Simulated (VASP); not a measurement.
Set up this calculation in VASP 6.6.1, as the native input.

```yaml
Task: single point
Functional: PBE
Potentials_or_basis: VASP PAW PBE potentials, release 64 (Gd, O)
Cutoff: 520 eV
k_mesh: 7 × 7 × 7
Occupations: fermi-dirac, width 0.05 eV
Spin: collinear spin, ferromagnetic start
Starting_moments: "[7.0, 0.0] μB"
Dipole_correction: no
Further_INCAR_settings: ALGO = Normal; EDIFF = 1e-06; NBANDS = 23
```

The structure of GdO lies in POSCAR:

```
GdO
1.0
    0.0000000000      2.5920000000      2.7000000000
    2.5920000000      0.0000000000      2.7000000000
    2.5920000000      2.5920000000      0.0000000000
Gd O
1 1
Direct
    0.0000000000      0.0000000000      0.0000000000
    0.2500000000      0.2500000000      0.2500000000
```

These files were run (other wordings do the same):

INCAR

```
ALGO     = Normal         # electronic algorithm
EDIFF    = 1E-6           # SCF threshold, eV
ENCUT    = 520            # plane-wave cutoff, eV
GGA      = PE             # functional
ISIF     = 2              # what is computed and relaxed
ISMEAR   = -1             # smearing method
ISPIN    = 2              # spin polarisation
LASPH    = T              # aspherical terms in the spheres
LCHARG   = F              # write CHGCAR
LMAXMIX  = 6              # l up to which the mixer works
LORBIT   = 11             # projections on sites
LREAL    = F              # projectors in reciprocal space
LWAVE    = F              # write WAVECAR
MAGMOM   = 7 0            # initial moments
NBANDS   = 23             # bands
NELM     = 150            # most SCF steps
PREC     = Accurate       # precision mode
SIGMA    = 0.05           # smearing width, eV
```

KPOINTS

```
k-points
0
Gamma
  7 7 7
```

Potentials or basis: VASP PAW PBE potentials, release 64 (Gd, O).

Run with:

```sh
$ cat potpaw_PBE.64/Gd/POTCAR potpaw_PBE.64/O/POTCAR > POTCAR
$ mpirun -np 1 vasp_std > vasp.out
```

It gave:

| Property | Result |
| --- | --- |
| Pressure | 8.6 GPa |
| Net moment | 7.57 μB per cell |
| Site moments | Gd +6.88; O -0.01 μB |
| Valence electrons inside the program's atomic spheres | Gd 15.28; O 5.03 |

Caveat: a cell with one magnetic atom can't hold antiferromagnetic order, which such compounds often take.

Wall time 99 s on 1 thread of Intel Xeon 6975P-C, with other jobs on the host, peak memory 0.22 GiB.
